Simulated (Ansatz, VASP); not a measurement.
# One calculation of B, two programs

```
B
1.0
     2.58376   -1.44244    0.00000
     2.58376    1.44244    0.00000
    -1.73355    0.00000    5.69193
B
6
Direct
  0.83968 0.83968 0.00383
  0.19015 0.19015 0.57018
  0.90403 0.90403 0.72130
  0.09597 0.09597 0.27870
  0.80985 0.80985 0.42982
  0.16032 0.16032 0.99617
```

Change from the starting cell: the structure that the rattled cell fell into.

Alike in both runs: task single point; functional PBE; k mesh 8 × 8 × 4; occupations gaussian, width 0.1 eV; no spin polarisation.

```csv
,VASP,Ansatz
version,VASP 6.6.1,Ansatz 0.2.0
potentials or method,"VASP PAW PBE potentials, release 64 (B), cutoff 500 eV","scalar-relativistic, plane waves, PAW"
valence electrons in the cell,18,18
```

VASP gave:

- gap on the k mesh at the Fermi level (eV): none
- pressure (GPa): 0.0
- traceless stress, the component that is largest in VASP (GPa): 0.58
- rms of the force components (eV/Å): 0.106

Question: Estimate Ansatz's values.

Answer: gap on the k mesh at the Fermi level (eV): none; pressure (GPa): -0.1; traceless stress, the component that is largest in VASP (GPa): 0.58; rms of the force components (eV/Å): 0.106.

Atom by atom the forces differ by 0.005 eV/Å (rms over components). A gap of «none» marks a metal or a gap that the smearing closes.
